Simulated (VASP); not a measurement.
H, 20 atoms in the cell. The cell holds an amorphous packing of atoms, 20 atoms: a = 6.214 Å, b = 6.214 Å, c = 6.214 Å, α = 90.00°, β = 90.00°, γ = 90.00°. 

| Quantity | Value |
| --- | --- |
| Program | VASP 6.6.1 |
| Task | single point |
| Functional | PBE |
| Dispersion | D3(BJ) |
| Potentials or basis | VASP PAW PBE potentials, release 64 (H) |
| Cutoff | 400 eV |
| k mesh | 1 × 1 × 1 |
| Occupations | fermi-dirac, width 0.02 eV |
| Spin | no spin polarisation |
| Dipole correction | no |
| Further INCAR settings | ALGO = Normal; EDIFF = 1e-06; NBANDS = 26 |

Potentials or basis: VASP PAW PBE potentials, release 64 (H).

Launch:

```sh
$ cat potpaw_PBE.64/H/POTCAR > POTCAR
$ mpirun -np 1 vasp_gam > vasp.out
```

Hardware: 1 thread of Intel(R) Xeon(R) 6975P-C (Granite Rapids), with other jobs on the host.

Estimate the wall time of this run.

It took 9.6 s on 1 thread of Intel(R) Xeon(R) 6975P-C (Granite Rapids), with other jobs on the host, peak memory 0.25 GiB. Counts: scf iterations 14, k points 1.
